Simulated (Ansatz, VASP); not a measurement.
**Cu: VASP beside Ansatz**

```xyz
2
Lattice="2.8613 0.0000 0.0000 0.0000 2.8613 0.0000 0.0000 0.0000 2.6928" Properties=species:S:1:pos:R:3 pbc="T T T"
Cu    0.0000    0.0000    0.0000
Cu    1.4306    1.4306    1.3464
```

Change from the starting cell: equal strain along all axes, cell held, atoms relaxed: -1.0 %.

Alike in both runs: task single point; functional PBEsol; k mesh 18 × 18 × 20; occupations gaussian, width 0.1 eV; no spin polarisation.

```csv
,VASP,Ansatz
version,VASP 6.6.1,Ansatz 0.2.0
potentials or method,"VASP PAW PBE potentials, release 64 (Cu), cutoff 520 eV","scalar-relativistic, plane waves, PAW"
valence electrons in the cell,22,38
```

|  | VASP | Ansatz | Ansatz less VASP |
| --- | --- | --- | --- |
| gap on the k mesh at the Fermi level (eV) | none | none | - |
| pressure (GPa) | 6.3 | 5.4 | -0.88 |

VASP's potentials were made for PBE, not for PBEsol. A gap of «none» marks a metal or a gap that the smearing closes. VASP's potentials hold 22 valence electrons a cell and Ansatz's 38, so a difference there can come from the potentials and not from the codes.
